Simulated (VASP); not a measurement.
Set up this calculation in VASP 6.6.1, as the native input.

```
Task                   : single point
Functional             : PBE
Potentials or basis    : VASP PAW PBE potentials, release 64 (Ta_pv, Cl, F)
Cutoff                 : 520 eV
k mesh                 : 10 × 10 × 10
Occupations            : gaussian, width 0.1 eV
Spin                   : no spin polarisation
Dipole correction      : no
Further INCAR settings : ALGO = Normal; EDIFF = 1e-06; NBANDS = 28
```

The structure of TaCl3F lies in POSCAR:

```
TaCl3F
1.0
   -2.0558561385      2.4214667537      7.3869617374
    2.0558561385     -2.4214667537      7.3869617374
    2.0558561385      2.4214667537     -7.3869617374
Ta Cl F
1 3 1
Direct
    0.0000000000      0.0000000000      0.0000000000
    0.8427337527      0.8427337527      0.0000000000
    0.1572662473      0.1572662473      0.0000000000
    0.5000000000      0.0000000000      0.5000000000
    0.0000000000      0.5000000000      0.5000000000
```

These files were run (other wordings do the same):

INCAR

```
SYSTEM = TaCl3F
PREC     = Accurate       ! precision mode
ENCUT    = 520            ! plane-wave cutoff, eV
EDIFF    = 1E-6           ! SCF threshold, eV
ISMEAR   = 0              ! smearing method
SIGMA    = 0.1            ! smearing width, eV
LREAL    = .FALSE.        ! projectors in reciprocal space
LASPH    = .TRUE.         ! aspherical terms in the spheres
NELM     = 80             ! most SCF steps
ALGO     = Normal         ! electronic algorithm
ISIF     = 2              ! what is computed and relaxed
LWAVE    = .FALSE.        ! write WAVECAR
LCHARG   = .FALSE.        ! write CHGCAR
GGA      = PE             ! functional
NBANDS   = 28             ! bands
```

KPOINTS

```
Automatic mesh
0
G
  10 10 10
  0 0 0
```

Potentials or basis: VASP PAW PBE potentials, release 64 (Ta_pv, Cl, F).

Command:

```sh
$ cat potpaw_PBE.64/Ta_pv/POTCAR potpaw_PBE.64/Cl/POTCAR potpaw_PBE.64/F/POTCAR > POTCAR
$ mpirun -np 1 vasp_std > vasp.out
```

It gave:

```yaml
Pressure: 0.0 GPa
```

Caveat: an odd number of electrons without spin polarisation forces a metal; a magnetic or distorted state may lie lower.

It took 45 min on 1 thread of Oxide Virtual Turin-like Processor, on a shared host, peak memory 0.87 GiB.
